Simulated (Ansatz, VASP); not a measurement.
Te2Mo: VASP beside Ansatz

Contents of POSCAR:

```
Te2Mo
1.0
    3.3853679563      0.0000000000      0.0000000000
   -1.6926839782      2.9318146513      0.0000000000
    0.0000000000      0.0000000000     15.0943765795
Te Mo
4 2
Direct
    0.3333333333      0.6666666667      0.6284839550
    0.6666666667      0.3333333333      0.1284839550
    0.3333333333      0.6666666667      0.8715160450
    0.6666666667      0.3333333333      0.3715160450
    0.3333333333      0.6666666667      0.2500000000
    0.6666666667      0.3333333333      0.7500000000
```

File INCAR.step1:

```
SYSTEM = Te2Mo
  PREC = Accurate
  ENCUT = 520
  ISMEAR = 0
  SIGMA = 0.05
  LREAL = .False.
  LASPH = .True.
  NELM = 80
  NBANDS = 35
  GGA = PE
  ALGO = Normal
  EDIFF = 1E-4
  LWAVE = .True.
  LCHARG = .False.
```

INCAR.step2

```
SYSTEM = Te2Mo
  PREC = Accurate
  ENCUT = 520
  EDIFF = 1E-6
  ISMEAR = 0
  SIGMA = 0.05
  LREAL = .False.
  LASPH = .True.
  NELM = 80
  ALGO = Normal
  ISIF = 2
  LWAVE = .False.
  LCHARG = .False.
  METAGGA = R2SCAN
  LMIXTAU = .True.
  NBANDS = 35
  ISTART = 1
```

The input KPOINTS:

```
Automatic mesh
0
Gamma
  12 12 2
  0 0 0
```

Input for Ansatz:

```yaml
crystal:
  lattice:
    - [3.3853679563, 0.0, 0.0]
    - [-1.6926839782, 2.9318146513, 0.0]
    - [0.0, 0.0, 15.0943765795]
  atoms:
    - { symbol: Te, position: [0.3333333333, 0.6666666667, 0.628483955] }
    - { symbol: Te, position: [0.6666666667, 0.3333333333, 0.128483955] }
    - { symbol: Te, position: [0.3333333333, 0.6666666667, 0.871516045] }
    - { symbol: Te, position: [0.6666666667, 0.3333333333, 0.371516045] }
    - { symbol: Mo, position: [0.3333333333, 0.6666666667, 0.25] }
    - { symbol: Mo, position: [0.6666666667, 0.3333333333, 0.75] }
basis:
  ecutwfc: 500
kpoints:
  mp_grid: { grid: [12, 12, 2] }
hamiltonian:
  xc: r2scan
scf:
  occupations: { method: gaussian, width: 0.05 }
output:
  forces: true
  stress: true
  eigenvalues: true
```

Change from the starting cell: strain -0.050 along x and y, +0.025 along z, atoms carried along.

Alike in both runs: task single point; functional r2SCAN; k mesh 12 × 12 × 2; occupations gaussian, width 0.05 eV; no spin polarisation.

```csv
,VASP,Ansatz
version,VASP 6.6.1,Ansatz 0.2.0
potentials or method,"VASP PAW PBE potentials, release 64 (Te, Mo_sv), cutoff 520 eV","scalar-relativistic, plane waves, PAW"
valence electrons in the cell,52,92
```

```csv
,VASP,Ansatz,Ansatz less VASP
gap on the k mesh at the Fermi level (eV),0.96,0.96,-0.005
least direct gap on the mesh (eV),1.35,1.35,-0.005
pressure (GPa),7.6,7.4,-0.13
"traceless stress, the component that is largest in VASP (GPa)",-4.59,-4.65,-0.058
rms of the force components (eV/Å),0.182,0.170,-0.0123
```

VASP's potentials were made for PBE, not for r2SCAN. Atom by atom the forces differ by 0.012 eV/Å (rms over components). VASP's potentials hold 52 valence electrons a cell and Ansatz's 92, so a difference there can come from the potentials and not from the codes.

Neither program's run includes spin-orbit coupling.
